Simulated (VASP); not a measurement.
Here is a VASP 6.6.1 calculation.

Contents of INCAR:

```
SYSTEM = Yb
AGGAC = 1.0
AGGAX = 1.0
ALDAC = 0.0
ALDAX = 1.0
ALGO = Normal
EDIFF = 1E-6
ENCUT = 520
GGA = B5
ISIF = 2
ISMEAR = -1
LASPH = .TRUE.
LCHARG = .FALSE.
LREAL = .FALSE.
LWAVE = .FALSE.
NBANDS = 18
NELM = 60
PREC = Accurate
SIGMA = 0.1
```

File KPOINTS:

```
k-points
0
G
  12 12 12
  0 0 0
```

File POSCAR:

```
Yb
1.0
   -2.1672447774      2.1672447774      2.1672447774
    2.1672447774     -2.1672447774      2.1672447774
    2.1672447774      2.1672447774     -2.1672447774
Yb
1
Direct
    0.0000000000      0.0000000000      0.0000000000
```

Potentials or basis: VASP PAW PBE potentials, release 64 (Yb).

The run is started by

```console
$ cat potpaw_PBE.64/Yb/POTCAR > POTCAR
$ mpirun -np 1 vasp_std > vasp.out
```

**Question.** Predict the pressure.

**Answer.** -2.1 GPa.

**Question.** What does it give for the band gap on the k mesh?

**Answer.** Zero (band 12 reaches 2.04 eV, above the bottom of band 13 at 1.34 eV).

Caveat: the PAW data sets were made with another functional, which shifts forces and pressure a little; spin-orbit coupling is left out, which moves the levels of the heavy elements. Spin polarisation is off, so any magnetic state and its effect on volume and gap are missing.
